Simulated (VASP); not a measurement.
# W (Pm-3m) in VASP: a series of runs

W is run at these levels: PBE; tasks: relaxation of cell and atoms.

All numbers are computed with VASP 6.6.1; they aren't measurements. Logs are shortened: lines on timing, memory, paths and dates and some standing lists are left out, and cuts for length are marked.

### 1 The cell of the first run

The structure is cubic, space group Pm-3m (No. 221). The conventional cell has a = 2.590 Å, b = 2.590 Å, c = 2.590 Å, α = 90.00°, β = 90.00°, γ = 90.00°. Within 3.4 Å of W (site symmetry m-3m) lie 6 W at 2.59 Å.

### 2 Relaxation of cell and atoms, PBE

Input file INCAR:

```
  PREC = Accurate
  ENCUT = 600
  EDIFF = 1E-6
  ISMEAR = -1
  SIGMA = 0.05
  LREAL = False
  LASPH = True
  NELM = 100
  ALGO = Normal
  ISIF = 3
  LWAVE = False
  LCHARG = False
  GGA = PE
  IBRION = 2
  NSW = 50
  EDIFFG = -0.01
```

Input file KPOINTS:

```
regular mesh
0
Gamma
  9 9 9
```

Input file POSCAR:

```
W
1.0
    2.5900000000      0.0000000000      0.0000000000
    0.0000000000      2.5900000000      0.0000000000
    0.0000000000      0.0000000000      2.5900000000
W
1
Direct
    0.0000000000      0.0000000000      0.0000000000
```

Potentials or basis: VASP PAW PBE potentials, release 64 (W_sv).

Run with:

```sh
cat potpaw_PBE.64/W_sv/POTCAR > POTCAR
mpirun -np 1 vasp_std > vasp.out
```

OUTCAR:

```text
PREC = Accurate
   ENCUT = 600
   EDIFF = 1E-6
   ISMEAR = -1
   LREAL = False
   LASPH = True
   NELM = 100
   ISIF = 3
   GGA = PE
   IBRION = 2
   NSW = 50
   EDIFFG = -0.01

 ion  position               nearest neighbor table
   1  0.000  0.000  0.000-

  LATTYP: Found a simple cubic cell.
 ALAT       =     2.5900000000

  Lattice vectors:

 A1 = (   2.5900000000,   0.0000000000,   0.0000000000)
 A2 = (   0.0000000000,   2.5900000000,   0.0000000000)
 A3 = (   0.0000000000,   0.0000000000,   2.5900000000)

Analysis of symmetry for initial positions (statically):
=====================================================================
 Subroutine PRICEL returns:
 Original cell was already a primitive cell.

 Routine SETGRP: Setting up the symmetry group for a
 simple cubic supercell.

 Subroutine GETGRP returns: Found 48 space group operations
 (whereof 48 operations were pure point group operations)
 out of a pool of 48 trial point group operations.

The static configuration has the point symmetry O_h .

Analysis of symmetry for dynamics (positions and initial velocities):
=====================================================================
 Subroutine PRICEL returns:
 Original cell was already a primitive cell.

 Routine SETGRP: Setting up the symmetry group for a
 simple cubic supercell.

 Subroutine GETGRP returns: Found 48 space group operations
 (whereof 48 operations were pure point group operations)
 out of a pool of 48 trial point group operations.

The dynamic configuration has the point symmetry O_h .

 Subroutine INISYM returns: Found 48 space group operations
 (whereof 48 operations are pure point group operations),
 and found     1 'primitive' translations

----------------------------------------------------------------------------------------

                                     Primitive cell

  volume of cell :      17.3740

  direct lattice vectors                    reciprocal lattice vectors
     2.590000000  0.000000000  0.000000000     0.386100386  0.000000000  0.000000000
     0.000000000  2.590000000  0.000000000     0.000000000  0.386100386  0.000000000
     0.000000000  0.000000000  2.590000000     0.000000000  0.000000000  0.386100386

  length of vectors
     2.590000000  2.590000000  2.590000000     0.386100386  0.386100386  0.386100386

  position of ions in fractional coordinates (direct lattice)
     0.000000000  0.000000000  0.000000000

  ion indices of the primitive-cell ions
   primitive index   ion index
                 1           1

----------------------------------------------------------------------------------------

 KPOINTS: regular mesh
[... 61 lines left out ...]
   ICHARG =      2    charge: 1-file 2-atom 10-const
   ISPIN  =      1    spin polarized calculation?
   LNONCOLLINEAR =      F non collinear calculations
   LSORBIT =      F    spin-orbit coupling
   LASPH  =      T    aspherical Exc in radial PAW
   ENCUT  =  600.0 eV  44.10 Ry    6.64 a.u.   5.17  5.17  5.17*2*pi/ulx,y,z
   NELM   =    100;   NELMIN=  2; NELMDL= -5     # of ELM steps
   EDIFF  = 0.1E-05   stopping-criterion for ELM
   LREAL  =      F    real-space projection
   EDIFFG = -.1E-01   stopping-criterion for IOM
   NSW    =     50    number of steps for IOM
   IBRION =      2    ionic relax: 0-MD 1-quasi-New 2-CG
   NFREE  =      1    steps in history (QN), initial steepest desc. (CG)
   ISIF   =      3    stress and relaxation
   ISYM   =      2    0-nonsym 1-usesym 2-fastsym
   POTIM  = 0.5000    time-step for ionic-motion
   TEBEG  =    0.0;   TEEND  =   0.0 temperature during run
   PSTRESS=    0.0 pullay stress
   NELECT =      14.0000    total number of electrons
   NUPDOWN=      -1.0000    fix difference up-down
   EMIN   =  10.00;   EMAX   =-10.00  energy-range for DOS
   EFERMI =   0.00;   METHOD = LEGACY
   ISMEAR =    -1;   SIGMA  =   0.05  broadening in eV -4-tet -1-fermi 0-gaus
   EFERMI_NEDOS =   21; number of points for ismear=-14 and -15
   IALGO  =     38    algorithm
   IMIX   =      4    mixing-type and parameters
     AMIX     =   0.40;   BMIX     =  1.00
     AMIX_MAG =   1.60;   BMIX_MAG =  1.00
  volume/ion in A,a.u.               =      17.37       117.25
  Fermi-wavevector in a.u.,A,eV,Ry     =   1.523413  2.878834 31.576239  2.320788
  Thomas-Fermi vector in A             =   2.631860
   LORBIT       =      0    0 simple, 1 ext, 2 COOP (PROOUT), +10 PAW based schemes
   GGA     = PE    functional components
   LHFCALC =     F    Hartree Fock is set to
   AEXX    =    0.0000 exact exchange contribution
   IVDW    =     0    specifies the selected vdW correction
   LEPSILON=     F    determine dielectric tensor
   LRPA    =     F    only Hartree local field effects (RPA)
 conjugate gradient relaxation of ions
 non-spin polarized calculation
  energy-cutoff  :      600.00
  volume of cell :       17.37
 maximum number of plane-waves:       588
 NGX is ok and might be reduce to    24
   NGX = 11   NGY = 11   NGZ = 11

--------------------------------------- Ionic step        1  -------------------------------------------

 number of electron      13.9999999 magnetization

 Free energy of the ion-electron system (eV)
  ---------------------------------------------------
  ext. energy  EPLUGINS =         0.00000000
  ---------------------------------------------------
  free energy    TOTEN  =       -11.44972700 eV

  energy without entropy =      -11.43656776  energy(sigma->0) =      -11.44314738

 E-fermi :  10.1870     XC(G=0): -12.9760

 val. band max:       10.1869415621   @ k =   0.4444   0.3333   0.1111
 cond. band min:      10.2098320253   @ k =   0.4444   0.4444   0.2222
 fundamental gap:      0.0228904632
 Fermi energy:        10.1869924049

 k-point     1 :       0.0000    0.0000    0.0000
  band No.  band energies     occupation
      1     -63.9854      2.00000
      2     -27.5201      2.00000
      3     -27.5201      2.00000
      4     -27.5201      2.00000
      5       1.2190      2.00000
      6       5.4548      2.00000
      7       5.4548      2.00000
      8      15.1227      0.00000
      9      15.1227      0.00000
     10      15.1227      0.00000
     11      25.1723      0.00000
[... 426 lines left out ...]
--------------------------------------- Ionic step        4  -------------------------------------------

 number of electron      14.0000001 magnetization

 Free energy of the ion-electron system (eV)
  ---------------------------------------------------
  ext. energy  EPLUGINS =         0.00000000
  ---------------------------------------------------
  free energy    TOTEN  =       -11.49491929 eV

  energy without entropy =      -11.48091443  energy(sigma->0) =      -11.48791686

 E-fermi :   9.3828     XC(G=0): -12.6458

 val. band max:        9.3216862036   @ k =   0.4444   0.4444   0.2222
 cond. band min:       9.4251778955   @ k =   0.4444   0.3333   0.1111
 fundamental gap:      0.1034916919
 Fermi energy:         9.3827540053

 k-point     1 :       0.0000    0.0000    0.0000
  band No.  band energies     occupation
      1     -64.8167      2.00000
      2     -28.4407      2.00000
      3     -28.4407      2.00000
      4     -28.4407      2.00000
      5       0.7388      2.00000
      6       5.0010      2.00000
      7       5.0011      2.00000
      8      13.9312      0.00000
      9      13.9312      0.00000
     10      13.9312      0.00000
     11      23.8421      0.00000
[... 350 lines left out ...]
  FREE ENERGIE OF THE ION-ELECTRON SYSTEM (eV)
  ---------------------------------------------------
  free  energy   TOTEN  =       -11.4949192883 eV

  energy  without entropy=      -11.4809144259  energy(sigma->0) =      -11.48791686

 reached required accuracy - stopping structural energy minimisation
```

OSZICAR:

```text
N       E                     dE             d eps       ncg     rms          rms(c)
DAV:   1     0.858879669014E+02    0.85888E+02   -0.85535E+03   778   0.158E+03
DAV:   2    -0.992105249262E+01   -0.95809E+02   -0.92297E+02   842   0.358E+02
DAV:   3    -0.118233450030E+02   -0.19023E+01   -0.18809E+01   868   0.473E+01
[... 29 lines left out ...]
DAV:   1    -0.114961546681E+02   -0.13660E-02   -0.27767E-02   785   0.255E+00    0.414E-01
DAV:   2    -0.114950680540E+02    0.10866E-02   -0.17307E-03   785   0.542E-01    0.862E-02
DAV:   3    -0.114949136285E+02    0.15443E-03   -0.44049E-04   803   0.266E-01    0.733E-02
DAV:   4    -0.114949195805E+02   -0.59521E-05   -0.15999E-05   779   0.491E-02    0.444E-03
DAV:   5    -0.114949192883E+02    0.29223E-06   -0.96982E-07   426   0.121E-02
   4 F= -.11494919E+02 E0= -.11487917E+02  d E =-.451923E-01
```

CONTCAR:

```text
W
   1.00000000000000
     2.6428021761328044    0.0000000000000000    0.0000000000000000
     0.0000000000000000    2.6428021761328044   -0.0000000000000000
     0.0000000000000000    0.0000000000000000    2.6428021761328044
  W
     1
Direct
     0.0000000000000000    0.0000000000000000    0.0000000000000000

  0.00000000E+00  0.00000000E+00  0.00000000E+00
```

Run time: 22 s. Hardware: 1 thread of Intel Xeon 8259CL, shared host; peak memory 0.15 GiB.

What came out:

```
Free energy                            : -11.4949 eV
Relaxed volume                         : 18.46 Å³/atom
Relaxed cell                           : a = 2.643 Å, b = 2.643 Å, c = 2.643 Å, α = 90.00°, β = 90.00°, γ = 90.00°
Space group after relaxing (to 0.05 Å) : Pm-3m (No. 221)
Energy gained by relaxing              : 45.2 meV/atom
Ionic steps                            : 4
Pressure after relaxing                : -0.1 GPa
Band gap on the k mesh                 : zero (band 7 reaches 11.00 eV, above the bottom of band 8 at 8.77 eV)
```

Step by step:
| step | energy change (eV) | largest force (eV/Å) | pressure (GPa) | volume (Å³) |
| --- | --- | --- | --- | --- |
| 1 | 0.0000 | 0.0000 | 14.11 | 17.37 |
| 2 | 0.2119 | 0.0000 | -23.63 | 21.51 |
| 3 | -0.0451 | 0.0000 | -0.65 | 18.51 |
| 4 | -0.0452 | 0.0000 | -0.08 | 18.46 |

Final structure:
```yaml
crystal:
  lattice:
    - [2.64280, 0.00000, 0.00000]
    - [0.00000, 2.64280, 0.00000]
    - [0.00000, 0.00000, 2.64280]
  atoms:
    - { symbol: W, position: [0.00000, 0.00000, 0.00000] }
```

Caveat: spin-orbit coupling is left out, which moves the levels of the heavy elements.

### 3 Relaxation of cell and atoms, PBE, target pressure 10 GPa, at which the enthalpy is minimised

Input file INCAR:

```
SYSTEM = W
PREC = Accurate
ENCUT = 600
EDIFF = 1E-6
ISMEAR = -1
SIGMA = 0.05
LREAL = .False.
LASPH = .True.
NELM = 80
ALGO = Normal
ISIF = 3
LWAVE = .False.
LCHARG = .False.
GGA = PE
IBRION = 2
NSW = 50
EDIFFG = -0.01
PSTRESS = 100.0
```

Input file KPOINTS:

```
regular mesh
0
Gamma
  9 9 9
  0 0 0
```

POSCAR is that of step 2.

Potentials or basis: VASP PAW PBE potentials, release 64 (W_sv).

Run with:

```sh
cat potpaw_PBE.64/W_sv/POTCAR > POTCAR
mpirun -np 1 vasp_std > vasp.out
```

Run time: 24 s. Hardware: 1 thread of Intel Xeon 8259CL, shared host; peak memory 0.15 GiB.

It converged, with:

```
Free energy                                            : -11.4714 eV
Relaxed volume                                         : 17.66 Å³/atom
Relaxed cell                                           : a = 2.604 Å, b = 2.604 Å, c = 2.604 Å, α = 90.00°, β = 90.00°, γ = 90.00°
Space group after relaxing (to 0.05 Å)                 : Pm-3m (No. 221)
Energy change on relaxing (the enthalpy is what falls) : -21.6 meV/atom
Ionic steps                                            : 3
Pressure after relaxing                                : 9.9 GPa
Band gap on the k mesh                                 : zero (band 7 reaches 11.65 eV, above the bottom of band 8 at 9.35 eV)
```

The path:
| step | energy change (eV) | largest force (eV/Å) | pressure (GPa) | volume (Å³) |
| --- | --- | --- | --- | --- |
| 1 | 0.0000 | 0.0000 | 14.11 | 17.37 |
| 2 | -0.0450 | 0.0000 | -0.76 | 18.52 |
| 3 | -0.0216 | 0.0000 | 9.94 | 17.66 |

Final structure:
```yaml
crystal:
  lattice:
    - [2.60429, 0.00000, 0.00000]
    - [0.00000, 2.60429, 0.00000]
    - [0.00000, 0.00000, 2.60429]
  atoms:
    - { symbol: W, position: [0.00000, 0.00000, 0.00000] }
```

Levels at points of the mesh, in eV from the Fermi level:
| k point | band 3 | band 4 | band 5 | band 6 | band 7 | band 8 | band 9 | band 10 | band 11 |
| --- | --- | --- | --- | --- | --- | --- | --- | --- | --- |
| (0.00, 0.00, 0.00) | -37.74 | -37.74 | -8.88 | -4.63 | -4.63 | 4.83 | 4.83 | 4.83 | 14.84 |

Caveat: the cell is relaxed towards a set pressure, so the enthalpy falls and the energy may rise; spin-orbit coupling is left out, which moves the levels of the heavy elements.
